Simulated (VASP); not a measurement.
TePb: elastic constants with r2SCAN

TePb:

```
CELL_PARAMETERS angstrom
0.00000 3.24368 3.24368
3.24368 0.00000 3.24368
3.24368 3.24368 0.00000
ATOMIC_POSITIONS crystal
Te 0.50000 0.50000 0.50000
Pb 0.00000 0.00000 0.00000
```

```
Program                   : VASP 6.6.1
Task                      : elastic constants
Functional                : r2SCAN
Potentials or basis       : VASP PAW PBE potentials, release 64 (Te, Pb_d)
Cutoff                    : 600 eV
k mesh                    : 6 × 6 × 6
Occupations               : gaussian, width 0.01 eV
Spin                      : no spin polarisation
Dipole correction         : no
Ions in elastic constants : relaxed
Further INCAR settings    : ALGO = Normal; EDIFF = 1e-08; NBANDS = 17; IBRION = 6; POTIM = 0.015; NSW = 1; ISIF = 3
```

The elastic constants C11, C12, C44 are 126, 6, 15 GPa and the voigt bulk modulus is 46 GPa. The highest phonon frequency at Γ, LO-TO splitting left out is 26 cm⁻¹.

Phonon frequencies in cm⁻¹ (negative: imaginary):
```csv
q point,frequencies
"(0.000, 0.000, 0.000)",0 0 0 26 26 26
```

Elastic tensor in Voigt notation (GPa, in the Cartesian axes of the cell as first typed):
```
126   6   6   0   0   0
  6 126   6   0   0   0
  6   6 126   0   0   0
  0   0   0  15   0   0
  0   0   0   0  15   0
  0   0   0   0   0  15
```

Clamped-ion elastic tensor (GPa):
```
126   6   6   0   0   0
  6 126   6   0   0   0
  6   6 126   0   0   0
  0   0   0  15   0   0
  0   0   0   0  15   0
  0   0   0   0   0  15
```

Run time: 100 min on 1 thread of Oxide Virtual Turin-like Processor, with other jobs on the host, peak memory 0.37 GiB.

Caveat: the cell is under stress, which shifts elastic constants; the PAW data sets were made with another functional, which shifts forces and pressure a little.
